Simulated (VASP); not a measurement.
# BP (F-43m) in VASP: a series of runs

Runs on BP. Level: r2SCAN. Tasks: single point.

Everything below comes from runs of VASP 6.6.1. Logs are shortened: lines on timing, memory, paths and dates and some standing lists are left out, and cuts for length are marked.

**1. The cell of the first run**

Symmetry: F-43m, No. 216, cubic system. Conventional cell: a = 4.347 Å, b = 4.347 Å, c = 4.347 Å, α = 90.00°, β = 90.00°, γ = 90.00°. Within 2.5 Å of B (site symmetry -43m) lie 4 P at 1.88 Å. P (site symmetry -43m) has 4 B at 1.88 Å within 2.5 Å.

**2. Single point, r2SCAN (10.27 Å³/atom)**

POSCAR

```
BP
1.0
    0.0000000000      2.1736437242      2.1736437242
    2.1736437242      0.0000000000      2.1736437242
    2.1736437242      2.1736437242      0.0000000000
B P
1 1
Direct
    0.0000000000      0.0000000000      0.0000000000
    0.2500000000      0.2500000000      0.2500000000
```

INCAR.step1

```
SYSTEM = BP
PREC = Accurate
ENCUT = 520
ISMEAR = 0
SIGMA = 0.02
LREAL = .False.
LASPH = .True.
NELM = 80
NBANDS = 11
GGA = PE
ALGO = Normal
EDIFF = 1E-4
LWAVE = .True.
LCHARG = .False.
```

INCAR.step2

```
SYSTEM = BP
PREC = Accurate
ENCUT = 520
EDIFF = 1E-6
ISMEAR = 0
SIGMA = 0.02
LREAL = .False.
LASPH = .True.
NELM = 80
ALGO = Normal
ISIF = 2
LWAVE = .False.
LCHARG = .False.
METAGGA = R2SCAN
LMIXTAU = .True.
NBANDS = 11
ISTART = 1
```

KPOINTS

```
Automatic mesh
0
Gamma
  10 10 10
  0 0 0
```

Potentials or basis: VASP PAW PBE potentials, release 64 (B, P).

Command:

```console
cat potpaw_PBE.64/B/POTCAR potpaw_PBE.64/P/POTCAR > POTCAR
cp INCAR.step1 INCAR
mpirun -np 1 vasp_std > vasp.out
cp INCAR.step2 INCAR
mpirun -np 1 vasp_std > vasp.out
```

OUTCAR:

```text
SYSTEM = BP
   PREC = Accurate
   ENCUT = 520
   EDIFF = 1E-6
   ISMEAR = 0
   LREAL = .False.
   LASPH = .True.
   NELM = 80
   ISIF = 2
   METAGGA = R2SCAN
   ISTART = 1

 ion  position               nearest neighbor table
   1  0.000  0.000  0.000-   2 1.88   2 1.88   2 1.88   2 1.88
   2  0.250  0.250  0.250-   1 1.88   1 1.88   1 1.88   1 1.88

  LATTYP: Found a face centered cubic cell.
 ALAT       =     4.3472874484

  Lattice vectors:

 A1 = (   0.0000000000,   2.1736437242,   2.1736437242)
 A2 = (   2.1736437242,   0.0000000000,   2.1736437242)
 A3 = (   2.1736437242,   2.1736437242,   0.0000000000)

Analysis of symmetry for initial positions (statically):
=====================================================================
 Subroutine PRICEL returns:
 Original cell was already a primitive cell.

 Routine SETGRP: Setting up the symmetry group for a
 face centered cubic supercell.

 Subroutine GETGRP returns: Found 24 space group operations
 (whereof 24 operations were pure point group operations)
 out of a pool of 48 trial point group operations.

The static configuration has the point symmetry T_d .

Analysis of symmetry for dynamics (positions and initial velocities):
=====================================================================
 Subroutine PRICEL returns:
 Original cell was already a primitive cell.

 Routine SETGRP: Setting up the symmetry group for a
 face centered cubic supercell.

 Subroutine GETGRP returns: Found 24 space group operations
 (whereof 24 operations were pure point group operations)
 out of a pool of 48 trial point group operations.

The dynamic configuration has the point symmetry T_d .

 Subroutine INISYM returns: Found 24 space group operations
 (whereof 24 operations are pure point group operations),
 and found     1 'primitive' translations

----------------------------------------------------------------------------------------

                                     Primitive cell

  volume of cell :      20.5397

  direct lattice vectors                    reciprocal lattice vectors
     0.000000000  2.173643724  2.173643724    -0.230028498  0.230028498  0.230028498
     2.173643724  0.000000000  2.173643724     0.230028498 -0.230028498  0.230028498
     2.173643724  2.173643724  0.000000000     0.230028498  0.230028498 -0.230028498

  length of vectors
     3.073996435  3.073996435  3.073996435     0.398421045  0.398421045  0.398421045

  position of ions in fractional coordinates (direct lattice)
     0.000000000  0.000000000  0.000000000
     0.250000000  0.250000000  0.250000000

  ion indices of the primitive-cell ions
   primitive index   ion index
                 1           1
                 2           2

----------------------------------------------------------------------------------------

 KPOINTS: Automatic mesh

Automatic generation of k-mesh.
 Grid dimensions read from file:
 generate k-points for:   10   10   10

 Generating k-lattice:

  Cartesian coordinates                     Fractional coordinates (reciprocal lattice)
    -0.023002850  0.023002850  0.023002850     0.100000000  0.000000000  0.000000000
     0.023002850 -0.023002850  0.023002850     0.000000000  0.100000000  0.000000000
     0.023002850  0.023002850 -0.023002850     0.000000000  0.000000000  0.100000000

  Length of vectors
     0.039842104  0.039842104  0.039842104

  Shift w.r.t. Gamma in fractional coordinates (k-lattice)
     0.000000000  0.000000000  0.000000000

 Subroutine IBZKPT returns following result:
 ===========================================

 Found     47 irreducible k-points:

 Following reciprocal coordinates:
            Coordinates               Weight
  0.000000  0.000000  0.000000      1.000000
  0.100000  0.000000  0.000000      8.000000
  0.200000  0.000000  0.000000      8.000000
  0.300000  0.000000  0.000000      8.000000
  0.400000  0.000000  0.000000      8.000000
  0.500000  0.000000  0.000000      4.000000
[... 16 lines left out ...]
  0.300000  0.300000  0.000000      6.000000
  0.400000  0.300000  0.000000     24.000000
 [... further k-points ...]
   k-points           NKPTS =     47   k-points in BZ     NKDIM =     47   number of bands    NBANDS=     11
   number of dos      NEDOS =    301   number of ions     NIONS =      2
   total plane-waves  NPLWV =  13824
   dimension x,y,z NGX =    24 NGY =   24 NGZ =   24
   dimension x,y,z NGXF=    48 NGYF=   48 NGZF=   48
   ions per type =               1   1
   NGX,Y,Z   is equivalent  to a cutoff of  12.98, 12.98, 12.98 a.u.
   NGXF,Y,Z  is equivalent  to a cutoff of  25.96, 25.96, 25.96 a.u.
 SYSTEM =  BP
   PREC   = accura    normal or accurate (medium, high low for compatibility)
   ISTART =      1    job   : 0-new  1-cont  2-samecut
   ICHARG =      0    charge: 1-file 2-atom 10-const
   ISPIN  =      1    spin polarized calculation?
   LNONCOLLINEAR =      F non collinear calculations
   LSORBIT =      F    spin-orbit coupling
   LASPH  =      T    aspherical Exc in radial PAW
   ENCUT  =  520.0 eV  38.22 Ry    6.18 a.u.   5.72  5.72  5.72*2*pi/ulx,y,z
   NELM   =     80;   NELMIN=  2; NELMDL=  0     # of ELM steps
   EDIFF  = 0.1E-05   stopping-criterion for ELM
   LREAL  =      F    real-space projection
   EDIFFG = 0.1E-04   stopping-criterion for IOM
   NSW    =      0    number of steps for IOM
   IBRION =     -1    ionic relax: 0-MD 1-quasi-New 2-CG
   NFREE  =      0    steps in history (QN), initial steepest desc. (CG)
   ISIF   =      2    stress and relaxation
   ISYM   =      2    0-nonsym 1-usesym 2-fastsym
   POTIM  = 0.5000    time-step for ionic-motion
   TEBEG  =    0.0;   TEEND  =   0.0 temperature during run
   PSTRESS=    0.0 pullay stress
   NELECT =       8.0000    total number of electrons
   NUPDOWN=      -1.0000    fix difference up-down
   EMIN   =  10.00;   EMAX   =-10.00  energy-range for DOS
   EFERMI =   0.00;   METHOD = LEGACY
   ISMEAR =     0;   SIGMA  =   0.02  broadening in eV -4-tet -1-fermi 0-gaus
   EFERMI_NEDOS =   21; number of points for ismear=-14 and -15
   IALGO  =     38    algorithm
   IMIX   =      4    mixing-type and parameters
     AMIX     =   0.40;   BMIX     =  1.00
     AMIX_MAG =   1.60;   BMIX_MAG =  1.00
  volume/ion in A,a.u.               =      10.27        69.30
  Fermi-wavevector in a.u.,A,eV,Ry     =   1.195565  2.259290 19.447831  1.429375
  Thomas-Fermi vector in A             =   2.331527
   LORBIT       =      0    0 simple, 1 ext, 2 COOP (PROOUT), +10 PAW based schemes
   METAGGA = R2SCAN    functional components
   LHFCALC =     F    Hartree Fock is set to
   AEXX    =    0.0000 exact exchange contribution
   IVDW    =     0    specifies the selected vdW correction
   LEPSILON=     F    determine dielectric tensor
   LRPA    =     F    only Hartree local field effects (RPA)
 non-spin polarized calculation
 Gauss-broadening in eV      SIGMA  =   0.02
  energy-cutoff  :      520.00
  volume of cell :       20.54
 maximum number of plane-waves:       568
   NGX = 11   NGY = 11   NGZ = 11

 number of electron       7.9999999 magnetization

 Free energy of the ion-electron system (eV)
  ---------------------------------------------------
  ext. energy  EPLUGINS =         0.00000000
  ---------------------------------------------------
  free energy    TOTEN  =       -17.10261066 eV

  energy without entropy =      -17.10261066  energy(sigma->0) =      -17.10261066

 E-fermi :   9.0936     XC(G=0): -12.0946

 val. band max:        8.9881668801   @ k =   0.0000   0.0000   0.0000
 cond. band min:      10.2563735587   @ k =   0.5000   0.5000   0.0000
 fundamental gap:      1.2682066786
 Fermi energy:         9.0936160746

 k-point     1 :       0.0000    0.0000    0.0000
  band No.  band energies     occupation
      1      -8.5050      2.00000
      2       8.9882      2.00000
      3       8.9882      2.00000
      4       8.9882      2.00000
      5      12.8658      0.00000
      6      12.8658      0.00000
      7      12.8658      0.00000
      8      19.1339      0.00000
      9      22.0222      0.00000
     10      22.0222      0.00000
     11      22.4691      0.00000

 k-point     2 :       0.1000    0.0000    0.0000
  band No.  band energies     occupation
      1      -8.2953      2.00000
      2       7.5169      2.00000
      3       8.6438      2.00000
      4       8.6438      2.00000
      5      13.3475      0.00000
      6      13.3475      0.00000
      7      13.4810      0.00000
      8      19.5237      0.00000
      9      21.2641      0.00000
     10      21.2641      0.00000
     11      23.1368      0.00000

 k-point     3 :       0.2000    0.0000    0.0000
  band No.  band energies     occupation
      1      -7.6724      2.00000
      2       4.8504      2.00000
      3       7.9979      2.00000
      4       7.9979      2.00000
      5      13.9592      0.00000
      6      14.1584      0.00000
      7      14.1584      0.00000
      8      20.3158      0.00000
      9      20.6192      0.00000
     10      20.6192      0.00000
     11      24.0463      0.00000

 k-point     4 :       0.3000    0.0000    0.0000
  band No.  band energies     occupation
      1      -6.6633      2.00000
      2       2.1350      2.00000
      3       7.4388      2.00000
      4       7.4388      2.00000
      5      14.0331      0.00000
      6      14.4181      0.00000
      7      14.4181      0.00000
      8      20.6757      0.00000
      9      21.4238      0.00000
     10      21.4238      0.00000
     11      24.5536      0.00000
[... 239 lines left out ...]
 k-point    22 :      -0.2000    0.2000    0.0000
  band No.  band energies     occupation
      1      -6.3220      2.00000
      2       3.1243      2.00000
      3       4.0868      2.00000
      4       7.5658      2.00000
      5      14.1505      0.00000
      6      15.0532      0.00000
      7      16.4432      0.00000
      8      18.9505      0.00000
      9      19.0837      0.00000
     10      24.6407      0.00000
     11      27.7011      0.00000

 k-point    23 :       0.3000    0.3000    0.0000
  band No.  band energies     occupation
      1      -6.0317      2.00000
      2       3.7461      2.00000
      3       5.1939      2.00000
      4       5.1939      2.00000
      5      10.6432      0.00000
      6      13.1573      0.00000
      7      19.3703      0.00000
      8      19.3703      0.00000
      9      24.6573      0.00000
     10      24.8731      0.00000
     11      28.5715      0.00000

 k-point    24 :       0.4000    0.3000    0.0000
  band No.  band energies     occupation
      1      -5.0508      2.00000
      2       2.1780      2.00000
      3       4.2269      2.00000
      4       4.8529      2.00000
      5      10.9338      0.00000
      6      12.8982      0.00000
      7      20.0148      0.00000
      8      20.1881      0.00000
      9      25.7039      0.00000
     10      25.8257      0.00000
     11      29.2378      0.00000

 [... further k-points ...]

------------------------ aborting loop because EDIFF is reached ----------------------------------------

  FORCE on cell =-STRESS in cart. coord.  units (eV):
  Direction    XX          YY          ZZ          XY          YZ          ZX
  --------------------------------------------------------------------------------------
  -------------------------------------------------------------------------------------
  Total        3.4326592      3.4326592      3.4326592      0.0000000      0.0000000      0.0000000
  in kB      267.7603045    267.7603045    267.7603045      0.0000000      0.0000000      0.0000000
  external PRESSURE =     267.7603045 kB  Pullay stress =       0.0000000 kB

 VOLUME and BASIS-vectors are now :
 -----------------------------------------------------------------------------
  energy-cutoff  :      520.00
  volume of cell :       20.54
      direct lattice vectors                 reciprocal lattice vectors
     0.000000000  2.173643724  2.173643724    -0.230028498  0.230028498  0.230028498
     2.173643724  0.000000000  2.173643724     0.230028498 -0.230028498  0.230028498
     2.173643724  2.173643724  0.000000000     0.230028498  0.230028498 -0.230028498

 POSITION                                       TOTAL-FORCE (eV/Angst)
 -----------------------------------------------------------------------------------
      0.00000      0.00000      0.00000        -0.000000      0.000000     -0.000000
      1.08682      1.08682      1.08682         0.000000     -0.000000      0.000000
 -----------------------------------------------------------------------------------
    total drift:                               -0.000000     -0.000000     -0.000000

  FREE ENERGIE OF THE ION-ELECTRON SYSTEM (eV)
  ---------------------------------------------------
  free  energy   TOTEN  =       -17.1026106594 eV

  energy  without entropy=      -17.1026106594  energy(sigma->0) =      -17.10261066
```

Run time: 14 s. Hardware: 1 thread of Intel Xeon 6975P-C (Granite Rapids), shared host; peak memory 0.13 GiB.

Results:

| Item | Value |
| --- | --- |
| Free energy | -17.1026 eV |
| Pressure | 26.8 GPa |
| Band gap on the k mesh | 1.27 eV (least direct gap 3.88 eV) |

Caveat: the cell stands under pressure; the PAW data sets were made with another functional, which shifts forces and pressure a little. A k mesh can miss the band edges.

**3. Single point, r2SCAN (10.62 Å³/atom)**

This run uses another cell than the first one, of 10.62 Å³/atom.

POSCAR

```
BP
1.0
    0.0000000000      2.1980687317      2.1980687317
    2.1980687317      0.0000000000      2.1980687317
    2.1980687317      2.1980687317      0.0000000000
B P
1 1
Direct
    0.0000000000      0.0000000000      0.0000000000
    0.2500000000      0.2500000000      0.2500000000
```

INCAR.step1

```
ALGO     = Normal         # electronic algorithm
EDIFF    = 1E-4           # SCF threshold, eV
ENCUT    = 520            # plane-wave cutoff, eV
GGA      = PE             # functional
ISMEAR   = 0              # smearing method
LASPH    = True           # aspherical terms in the spheres
LCHARG   = False          # write CHGCAR
LREAL    = False          # projectors in reciprocal space
LWAVE    = True           # write WAVECAR
NBANDS   = 11             # bands
NELM     = 60             # most SCF steps
PREC     = Accurate       # precision mode
SIGMA    = 0.02           # smearing width, eV
```

INCAR.step2

```
ALGO     = Normal         # electronic algorithm
EDIFF    = 1E-7           # SCF threshold, eV
ENCUT    = 520            # plane-wave cutoff, eV
ISIF     = 2              # what is computed and relaxed
ISMEAR   = 0              # smearing method
ISTART   = 1            
LASPH    = True           # aspherical terms in the spheres
LCHARG   = False          # write CHGCAR
LMIXTAU  = True         
LREAL    = False          # projectors in reciprocal space
LWAVE    = False          # write WAVECAR
METAGGA  = R2SCAN         # meta-GGA
NBANDS   = 11             # bands
NELM     = 60             # most SCF steps
PREC     = Accurate       # precision mode
SIGMA    = 0.02           # smearing width, eV
```

KPOINTS

```
k-points
0
Gamma
  10 10 10
```

Potentials or basis: VASP PAW PBE potentials, release 64 (B, P).

Command:

```console
cat potpaw_PBE.64/B/POTCAR potpaw_PBE.64/P/POTCAR > POTCAR
cp INCAR.step1 INCAR
mpirun -np 1 vasp_std > vasp.out
cp INCAR.step2 INCAR
mpirun -np 1 vasp_std > vasp.out
```

It took 17 s on 1 thread of Intel Xeon 6975P-C (Granite Rapids), shared host; peak memory 0.13 GiB.

Results (log left out):

```yaml
Free_energy: -17.2014 eV
Pressure: 18.4 GPa
Band_gap_on_the_k_mesh: 1.32 eV (least direct gap 3.81 eV)
```

Levels at points of the mesh, in eV from the valence-band top:
```csv
k point,band 2,band 3,band 4,band 5,band 6,band 7
"(0.00, 0.00, 0.00)",0.00,0.00,0.00,3.81,3.81,3.81
"(0.50, 0.00, 0.00)",-10.23,-1.98,-1.98,4.76,5.09,5.09
"(0.50, 0.50, 0.00)",-9.65,-4.71,-4.71,1.34,1.83,14.02
```

Caveat: the cell stands under pressure; the PAW data sets were made with another functional, which shifts forces and pressure a little. A k mesh can miss the band edges.

(Continued in part 2 of 2.)
